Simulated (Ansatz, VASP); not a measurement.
# Two plane-wave programs on C

```xyz
2
Lattice="0.0000 1.7801 1.7801 1.7801 0.0000 1.7801 1.7801 1.7801 0.0000" Properties=species:S:1:pos:R:3 pbc="T T T"
C     0.0000    0.0000    0.0000
C     0.8901    0.8901    0.8901
```

Alike in both runs: task single point; functional HSE06; k mesh 6 × 6 × 6; no spin polarisation.

|  | VASP | Ansatz |
| --- | --- | --- |
| version | VASP 6.6.1 | Ansatz 0.2.0 |
| potentials or method | VASP PAW PBE potentials, release 64 (C) | plane waves, PAW |
| plane-wave cutoff (eV) | 520 | 420 |
| occupations | gaussian, width 0.01 eV | fixed |
| valence electrons in the cell | 8 | 8 |

VASP gave:

```
gap on the k mesh at the Fermi level (eV) : 5.33
pressure (GPa)                            : -4.8
```

Q: Which values does Ansatz return?

A: gap on the k mesh at the Fermi level (eV): 5.34; pressure (GPa): -5.7.

Ansatz's warnings: stress exchange threshold loose, stress scf threshold loose.

The k mesh is coarse, so the values compare programs but aren't converged.
